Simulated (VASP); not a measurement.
A run of VASP 6.6.1 is set up as follows.

File INCAR:

```
SYSTEM = Au
  PREC = Accurate
  ENCUT = 520
  EDIFF = 1E-6
  ISMEAR = -1
  SIGMA = 0.1
  LREAL = .False.
  LASPH = .True.
  NELM = 80
  ALGO = Normal
  ISIF = 2
  LWAVE = .False.
  LCHARG = .True.
  GGA = PE
  LELF = .True.
  LVHAR = .True.
  NBANDS = 24
```

Contents of KPOINTS:

```
regular mesh
0
Gamma
  9 9 13
  0 0 0
```

Contents of POSCAR:

```
Au
1.0
    4.6757039436      0.0000000000      0.0000000000
   -2.3378519718      4.0492783957      0.0000000000
    0.0000000000      0.0000000000      2.7933698519
Au
3
Direct
    1.0000000000      1.0000000000      0.0000000000
    0.3333333333      0.6666666667      0.5000000000
    0.6666666667      0.3333333333      0.5000000000
```

Potentials or basis: VASP PAW PBE potentials, release 64 (Au).

Run with:

```sh
$ cat potpaw_PBE.64/Au/POTCAR > POTCAR
$ mpirun -np 1 vasp_std > vasp.out
```

Estimate the pressure.

5.8 GPa.

Stress tensor (GPa, compression positive):
```
6.00 0.00 0.00
0.00 6.00 0.00
0.00 0.00 5.29
```
